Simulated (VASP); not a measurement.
Here is a VASP 6.6.1 calculation.

The input INCAR:

```
SYSTEM = Ga26P27
PREC = Accurate
ENCUT = 520
EDIFF = 1E-6
ISMEAR = 0
SIGMA = 0.05
LREAL = Auto
LASPH = .TRUE.
NELM = 150
ALGO = Normal
ISIF = 2
LWAVE = .FALSE.
LCHARG = .FALSE.
ISPIN = 2
MAGMOM = 0 0 0 0 0 0 0 0 0 0 0 0 0 0 0 0 0 0 0 0 0 0 0 0 0 0 0.5 0 0.5 0 0 0 0.5 0 0 0 0 0 0 0 0 0 0 0 0.5 0 0 0 0 0 0 0 0
LORBIT = 11
GGA = PE
NBANDS = 272
NCORE = 4
```

KPOINTS

```
regular mesh
0
G
  1 1 1
  0 0 0
```

File POSCAR:

```
Ga26P27
1.0
    0.0000000000      8.1757500000      8.1757500000
    8.1757500000      0.0000000000      8.1757500000
    8.1757500000      8.1757500000      0.0000000000
Ga P
26 27
Direct
    0.0003932440      0.0003018004      0.3307104885
    0.0004651078      0.0002341860      0.6684165891
    0.0003792425      0.3305882996      0.0004227848
   -0.0002465866      0.3333410027      0.3334224689
    0.0003797730      0.3306949990      0.6684758911
    0.0005273709      0.6683141433      0.0002621991
    0.0004580319      0.6683620844      0.3308278065
    0.0000205649      0.6665616836      0.6666702612
    0.3306410854      0.0003155579      0.0004735529
    0.3334787327     -0.0003272128      0.3334058483
    0.3308555917      0.0002372593      0.6685029473
    0.3334848882      0.3333201379     -0.0002738237
    0.3334572068      0.3333435591      0.3334537632
    0.3330136068      0.3328625505      0.6670460456
    0.3309364995      0.6683631477      0.0003478360
    0.3330583113      0.6669375903      0.3329747871
    0.3330845783      0.6669244684      0.6669874601
    0.6685096716      0.0003007900      0.0002948670
    0.6684544841      0.0003930692      0.3308804709
    0.6666968993     -0.0001081943      0.6667192017
    0.6684481473      0.3308404879      0.0004127075
    0.6670609976      0.3329473421      0.3330230832
    0.6670617669      0.3329237483      0.6670465268
    0.6667402501      0.6666422705     -0.0000369352
    0.6671127513      0.6670141962      0.3329528539
    0.6667492820      0.6666306469      0.6666687455
    0.0830341414      0.0830104870      0.0831550764
    0.0834254823      0.0832858656      0.4165416926
    0.0833392359      0.0831544153      0.7501438093
    0.0834191716      0.4164539077      0.0833508761
    0.0833878217      0.4165433572      0.4166583453
    0.0830811959      0.4164740958      0.7501966982
    0.0834821908      0.7498502479      0.0833019930
    0.0831551192      0.7500782554      0.4165663252
    0.0832127161      0.7500446476      0.7501197419
    0.4166852811      0.0832692839      0.0833532660
    0.4166199291      0.0833003458      0.4166909131
    0.4166017887      0.0829779786      0.7502470646
    0.4166346883      0.4165535167      0.0834029172
    0.4167569476      0.4166403993      0.4167448556
    0.4167676391      0.4166270874      0.7498431220
    0.4166298527      0.7501366118      0.0831048556
    0.4168138475      0.7497920377      0.4166832771
    0.4166393393      0.7500841517      0.7501527768
    0.7498979774      0.0833861629      0.0833794841
    0.7501900649      0.0830781176      0.4166196063
    0.7502278956      0.0830268746      0.7501539808
    0.7502173622      0.4165463702      0.0831311652
    0.7498722211      0.4167170243      0.4167435181
    0.7502263972      0.4165331121      0.7501771120
    0.7502964373      0.7501243217      0.0830287797
    0.7502685636      0.7501560977      0.4165645763
    0.7500679104      0.7499308554      0.7500068642
```

Potentials or basis: VASP PAW PBE potentials, release 64 (Ga_d, P).

Launch:

```sh
$ cat potpaw_PBE.64/Ga_d/POTCAR potpaw_PBE.64/P/POTCAR > POTCAR
$ mpirun -np 4 vasp_gam > vasp.out
```

Problem. Estimate the net moment.

Solution. 3.00 μB per cell.

Problem. Estimate the pressure.

Solution. 3.5 GPa.

Problem. Estimate the largest force.

Solution. 0.015 eV/Å.

Problem. What does it give for the site moments?

Solution. Ga +0.01, -0.00, +0.00 (each value once); P +0.25, +0.07, +0.01, +0.00 (each value once) μB.

Forces on the atoms (eV/Å):
```
Ga  -0.004 -0.002  0.003
Ga   0.004  0.001  0.003
Ga  -0.007  0.004 -0.002
Ga  -0.006  0.006  0.007
Ga  -0.005  0.006 -0.002
Ga   0.006  0.005 -0.001
Ga  -0.006 -0.005  0.002
Ga   0.000  0.001  0.001
Ga   0.004 -0.005 -0.002
Ga   0.005 -0.006  0.005
Ga   0.006 -0.004  0.000
Ga   0.006  0.005 -0.007
Ga  -0.004 -0.006 -0.006
Ga   0.002 -0.001  0.001
Ga   0.003 -0.001 -0.003
Ga   0.001  0.003 -0.001
Ga  -0.004  0.000  0.000
Ga   0.006  0.006  0.003
Ga  -0.006 -0.004 -0.001
Ga   0.000  0.000  0.000
Ga  -0.004  0.000 -0.002
Ga   0.003 -0.001  0.000
Ga   0.000 -0.001  0.001
Ga   0.001  0.000  0.000
Ga  -0.001  0.000  0.000
Ga  -0.001 -0.001  0.000
P    0.005  0.009  0.011
P    0.002  0.002 -0.006
P   -0.003 -0.006  0.006
P    0.002 -0.004  0.002
P    0.003  0.000  0.000
P    0.000  0.002  0.001
P    0.000  0.000 -0.007
P    0.004  0.001  0.001
P    0.000 -0.005 -0.001
P   -0.003 -0.003 -0.002
P   -0.001  0.006  0.002
P   -0.002 -0.001 -0.002
P    0.000  0.000  0.008
P    0.001  0.001  0.002
P   -0.001 -0.001  0.002
P   -0.005 -0.001 -0.001
P   -0.001  0.001 -0.003
P    0.000  0.004  0.002
P   -0.002 -0.001 -0.005
P   -0.001  0.003 -0.002
P   -0.004  0.001  0.002
P    0.000 -0.004 -0.001
P    0.000 -0.001 -0.002
P    0.003 -0.001 -0.004
P   -0.001  0.001 -0.001
P    0.002 -0.002  0.000
P    0.001 -0.001  0.000
```

Caveat: the k points lie up to 0.67 Å⁻¹ apart.
